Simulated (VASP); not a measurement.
# Cu (P6_3/mmc) in VASP: single point with LDA

Aim: the single point of Cu with LDA.

All numbers are computed with VASP 6.6.1; they aren't measurements. Logs are shortened: lines on timing, memory, paths and dates and some standing lists are left out, and cuts for length are marked.

## 1. The cell of the first run

Symmetry: P6_3/mmc, No. 194, hexagonal system. Conventional cell: a = 2.517 Å, b = 2.517 Å, c = 4.085 Å, α = 90.00°, β = 90.00°, γ = 120.00°. Within 3.3 Å of Cu (site symmetry -6m2) lie 12 Cu at 2.51 to 2.52 Å.

This isn't the form of Cu at room conditions, which is fcc.

## 2. Single point, LDA

The input, INCAR:

```
ALGO = Normal
EDIFF = 1E-6
ENCUT = 820
GGA = CA
GGA_COMPAT = F
ISIF = 2
ISMEAR = -1
LASPH = T
LCHARG = F
LREAL = F
LWAVE = F
NBANDS = 26
NELM = 120
PREC = Accurate
SIGMA = 0.05
```

The input, KPOINTS:

```
k-points
0
Gamma
  13 13 7
```

The input, POSCAR:

```
Cu
1.0
    2.5170887973      0.0000000000      0.0000000000
   -1.2585443937      2.1798628402      0.0000000000
    0.0000000000      0.0000000000      4.0849690207
Cu
2
Direct
    0.3333333333      0.6666666667      0.2500000000
    0.6666666667      0.3333333333      0.7500000000
```

Potentials or basis: VASP PAW LDA potentials, release 64 (Cu_sv_GW).

Run with:

```sh
$ cat potpaw_LDA.64/Cu_sv_GW/POTCAR > POTCAR
$ mpirun -np 1 vasp_std > vasp.out
```

OUTCAR:

```text
EDIFF = 1E-6
   ENCUT = 820
   GGA = CA
   ISIF = 2
   ISMEAR = -1
   LASPH = T
   LREAL = F
   NELM = 120
   PREC = Accurate

 ion  position               nearest neighbor table
   1  0.333  0.667  0.250-   2 2.51   2 2.51   2 2.51   2 2.51   2 2.51   2 2.51
   2  0.667  0.333  0.750-   1 2.51   1 2.51   1 2.51   1 2.51   1 2.51   1 2.51

  LATTYP: Found a hexagonal cell.
 ALAT       =     2.5170887973
 C/A-ratio  =     1.6228942837

  Lattice vectors:

 A1 = (   2.5170887973,   0.0000000000,   0.0000000000)
 A2 = (  -1.2585443937,   2.1798628402,   0.0000000000)
 A3 = (   0.0000000000,   0.0000000000,   4.0849690207)

Analysis of symmetry for initial positions (statically):
=====================================================================
 Subroutine PRICEL returns:
 Original cell was already a primitive cell.

 Routine SETGRP: Setting up the symmetry group for a
 hexagonal supercell.

 Subroutine GETGRP returns: Found 24 space group operations
 (whereof 12 operations were pure point group operations)
 out of a pool of 24 trial point group operations.

The static configuration has the point symmetry D_3d.
 The point group associated with its full space group is D_6h.

Analysis of symmetry for dynamics (positions and initial velocities):
=====================================================================
 Subroutine PRICEL returns:
 Original cell was already a primitive cell.

 Routine SETGRP: Setting up the symmetry group for a
 hexagonal supercell.

 Subroutine GETGRP returns: Found 24 space group operations
 (whereof 12 operations were pure point group operations)
 out of a pool of 24 trial point group operations.

The dynamic configuration has the point symmetry D_3d.
 The point group associated with its full space group is D_6h.

 Subroutine INISYM returns: Found 24 space group operations
 (whereof 12 operations are pure point group operations),
 and found     1 'primitive' translations

----------------------------------------------------------------------------------------

                                     Primitive cell

  volume of cell :      22.4139

  direct lattice vectors                    reciprocal lattice vectors
     2.517088797  0.000000000  0.000000000     0.397284355  0.229372229  0.000000000
    -1.258544394  2.179862840  0.000000000     0.000000000  0.458744459  0.000000000
     0.000000000  0.000000000  4.084969021     0.000000000  0.000000000  0.244799898

  length of vectors
     2.517088797  2.517088793  4.084969021     0.458744459  0.458744459  0.244799898

  position of ions in fractional coordinates (direct lattice)
     0.333333333  0.666666667  0.250000000
     0.666666667  0.333333333  0.750000000

  ion indices of the primitive-cell ions
   primitive index   ion index
                 1           1
                 2           2

----------------------------------------------------------------------------------------

 KPOINTS: k-points

Automatic generation of k-mesh.
 Grid dimensions read from file:
 generate k-points for:   13   13    7

 Generating k-lattice:

  Cartesian coordinates                     Fractional coordinates (reciprocal lattice)
     0.030560335  0.017644018  0.000000000     0.076923077  0.000000000  0.000000000
     0.000000000  0.035288035  0.000000000     0.000000000  0.076923077  0.000000000
     0.000000000  0.000000000  0.034971414     0.000000000  0.000000000  0.142857143

  Length of vectors
     0.035288035  0.035288035  0.034971414

  Shift w.r.t. Gamma in fractional coordinates (k-lattice)
     0.000000000  0.000000000  0.000000000

 Subroutine IBZKPT returns following result:
 ===========================================

 Found     84 irreducible k-points:

 Following reciprocal coordinates:
            Coordinates               Weight
  0.000000  0.000000  0.000000      1.000000
  0.076923  0.000000  0.000000      6.000000
  0.153846  0.000000  0.000000      6.000000
  0.230769  0.000000  0.000000      6.000000
  0.307692  0.000000  0.000000      6.000000
  0.384615  0.000000  0.000000      6.000000
[... 16 lines left out ...]
  0.076923  0.000000  0.142857     12.000000
  0.153846  0.000000  0.142857     12.000000
 [... further k-points ...]
   k-points           NKPTS =     84   k-points in BZ     NKDIM =     84   number of bands    NBANDS=     26
   number of dos      NEDOS =    301   number of ions     NIONS =      2
   total plane-waves  NPLWV =  23040
   dimension x,y,z NGX =    24 NGY =   24 NGZ =   40
   dimension x,y,z NGXF=    48 NGYF=   48 NGZF=   80
   ions per type =               2
   NGX,Y,Z   is equivalent  to a cutoff of  15.85, 15.85, 16.28 a.u.
   NGXF,Y,Z  is equivalent  to a cutoff of  31.70, 31.70, 32.56 a.u.
 SYSTEM =  unknown system
   PREC   = accura    normal or accurate (medium, high low for compatibility)
   ISTART =      0    job   : 0-new  1-cont  2-samecut
   ICHARG =      2    charge: 1-file 2-atom 10-const
   ISPIN  =      1    spin polarized calculation?
   LNONCOLLINEAR =      F non collinear calculations
   LSORBIT =      F    spin-orbit coupling
   LASPH  =      T    aspherical Exc in radial PAW
   ENCUT  =  820.0 eV  60.27 Ry    7.76 a.u.   5.88  5.88  9.54*2*pi/ulx,y,z
   NELM   =    120;   NELMIN=  2; NELMDL= -5     # of ELM steps
   EDIFF  = 0.1E-05   stopping-criterion for ELM
   LREAL  =      F    real-space projection
   EDIFFG = 0.1E-04   stopping-criterion for IOM
   NSW    =      0    number of steps for IOM
   IBRION =     -1    ionic relax: 0-MD 1-quasi-New 2-CG
   NFREE  =      0    steps in history (QN), initial steepest desc. (CG)
   ISIF   =      2    stress and relaxation
   ISYM   =      2    0-nonsym 1-usesym 2-fastsym
   POTIM  = 0.5000    time-step for ionic-motion
   TEBEG  =    0.0;   TEEND  =   0.0 temperature during run
   PSTRESS=    0.0 pullay stress
   NELECT =      38.0000    total number of electrons
   NUPDOWN=      -1.0000    fix difference up-down
   EMIN   =  10.00;   EMAX   =-10.00  energy-range for DOS
   EFERMI =   0.00;   METHOD = LEGACY
   ISMEAR =    -1;   SIGMA  =   0.05  broadening in eV -4-tet -1-fermi 0-gaus
   EFERMI_NEDOS =   21; number of points for ismear=-14 and -15
   IALGO  =     38    algorithm
   IMIX   =      4    mixing-type and parameters
     AMIX     =   0.40;   BMIX     =  1.00
     AMIX_MAG =   1.60;   BMIX_MAG =  1.00
  volume/ion in A,a.u.               =      11.21        75.63
  Fermi-wavevector in a.u.,A,eV,Ry     =   1.952078  3.688893 51.846486  3.810609
  Thomas-Fermi vector in A             =   2.979219
   LORBIT       =      0    0 simple, 1 ext, 2 COOP (PROOUT), +10 PAW based schemes
   GGA     = CA    functional components
   LHFCALC =     F    Hartree Fock is set to
   AEXX    =    0.0000 exact exchange contribution
   IVDW    =     0    specifies the selected vdW correction
   LEPSILON=     F    determine dielectric tensor
   LRPA    =     F    only Hartree local field effects (RPA)
 non-spin polarized calculation
  energy-cutoff  :      820.00
  volume of cell :       22.41
 maximum number of plane-waves:      1207
 NGX is ok and might be reduce to    24
   NGX = 11   NGY = 11   NGZ = 19

 number of electron      38.0000012 magnetization

 Free energy of the ion-electron system (eV)
  ---------------------------------------------------
  ext. energy  EPLUGINS =         0.00000000
  ---------------------------------------------------
  free energy    TOTEN  =        -9.70750551 eV

  energy without entropy =       -9.70513552  energy(sigma->0) =       -9.70632051

 E-fermi :   7.8691     XC(G=0): -14.1658

 val. band max:        7.7528948957   @ k =   0.3846   0.0000   0.4286
 cond. band min:       7.9270501041   @ k =   0.1538   0.0000   0.1429
 fundamental gap:      0.1741552084
 Fermi energy:         7.8690845275

 k-point     1 :       0.0000    0.0000    0.0000
  band No.  band energies     occupation
      1    -103.7765      2.00000
      2    -103.7567      2.00000
      3     -61.7960      2.00000
      4     -61.6835      2.00000
      5     -61.6835      2.00000
      6     -61.6625      2.00000
[... 18 lines left out ...]
     25      31.8371      0.00000
     26      32.0947      0.00000

 k-point     2 :       0.0769    0.0000    0.0000
  band No.  band energies     occupation
      1    -103.7755      2.00000
      2    -103.7565      2.00000
      3     -61.7940      2.00000
      4     -61.6895      2.00000
      5     -61.6855      2.00000
      6     -61.6684      2.00000
[... 18 lines left out ...]
     25      32.9242      0.00000
     26      33.3648      0.00000

 k-point     3 :       0.1538    0.0000    0.0000
  band No.  band energies     occupation
      1    -103.7728      2.00000
      2    -103.7553      2.00000
      3     -61.7867      2.00000
      4     -61.7052      2.00000
      5     -61.6907      2.00000
      6     -61.6848      2.00000
[... 18 lines left out ...]
     25      30.7102      0.00000
     26      32.4536      0.00000

 k-point     4 :       0.2308    0.0000    0.0000
  band No.  band energies     occupation
      1    -103.7690      2.00000
      2    -103.7537      2.00000
      3     -61.7756      2.00000
      4     -61.7278      2.00000
      5     -61.7079      2.00000
      6     -61.6977      2.00000
[... 18 lines left out ...]
     25      27.3389      0.00000
     26      29.5943      0.00000
[... 496 lines left out ...]
      1    -103.7757      2.00000
      2    -103.7580      2.00000
      3     -61.7900      2.00000
      4     -61.6827      2.00000
      5     -61.6827      2.00000
      6     -61.6643      2.00000
[... 18 lines left out ...]
     25      30.4773      0.00000
     26      31.9409      0.00000

 k-point    23 :       0.0769    0.0000    0.1429
  band No.  band energies     occupation
      1    -103.7746      2.00000
      2    -103.7575      2.00000
      3     -61.7875      2.00000
      4     -61.6883      2.00000
      5     -61.6845      2.00000
      6     -61.6718      2.00000
[... 18 lines left out ...]
     25      30.4049      0.00000
     26      32.4027      0.00000

 k-point    24 :       0.1538    0.0000    0.1429
  band No.  band energies     occupation
      1    -103.7720      2.00000
      2    -103.7563      2.00000
      3     -61.7815      2.00000
      4     -61.7036      2.00000
      5     -61.6896      2.00000
      6     -61.6888      2.00000
[... 18 lines left out ...]
     25      29.5478      0.00000
     26      31.3405      0.00000

 [... further k-points ...]

------------------------ aborting loop because EDIFF is reached ----------------------------------------

  FORCE on cell =-STRESS in cart. coord.  units (eV):
  Direction    XX          YY          ZZ          XY          YZ          ZX
  --------------------------------------------------------------------------------------
  -------------------------------------------------------------------------------------
  Total       -0.9946847     -0.9946847     -0.4715372     -0.0000000      0.0000000      0.0000000
  in kB      -71.1016257    -71.1016256    -33.7062250     -0.0000002      0.0000000      0.0000000
  external PRESSURE =     -58.6364921 kB  Pullay stress =       0.0000000 kB

 VOLUME and BASIS-vectors are now :
 -----------------------------------------------------------------------------
  energy-cutoff  :      820.00
  volume of cell :       22.41
      direct lattice vectors                 reciprocal lattice vectors
     2.517088797  0.000000000  0.000000000     0.397284355  0.229372229  0.000000000
    -1.258544394  2.179862840  0.000000000     0.000000000  0.458744459  0.000000000
     0.000000000  0.000000000  4.084969021     0.000000000  0.000000000  0.244799898

 POSITION                                       TOTAL-FORCE (eV/Angst)
 -----------------------------------------------------------------------------------
      0.00000      1.45324      1.02124        -0.000000      0.000000      0.000000
      1.25854      0.72662      3.06373         0.000000     -0.000000      0.000000
 -----------------------------------------------------------------------------------
    total drift:                                0.000000     -0.000000      0.000000

  FREE ENERGIE OF THE ION-ELECTRON SYSTEM (eV)
  ---------------------------------------------------
  free  energy   TOTEN  =        -9.7075055056 eV

  energy  without entropy=       -9.7051355234  energy(sigma->0) =       -9.70632051
```

Run time: 1.7 min. Hardware: 1 thread of AMD EPYC 7R13 (Zen 3), shared host; peak memory 0.19 GiB.

What came out:

```yaml
Free_energy: -9.7075 eV
Pressure: -5.9 GPa
Band_gap_on_the_k_mesh: zero (bands 19 and 20 overlap by 5.06 eV)
```

Levels at points of the mesh, in eV from the Fermi level:
| k point | band 17 | band 18 | band 19 | band 20 | band 21 | band 22 |
| --- | --- | --- | --- | --- | --- | --- |
| (0.00, 0.00, 0.00) | -2.64 | -1.80 | -1.80 | -1.13 | 4.06 | 21.78 |

Caveat: the cell stands under tension.

The gap in the log of VASP goes by the Fermi energy; the results here count the filled bands.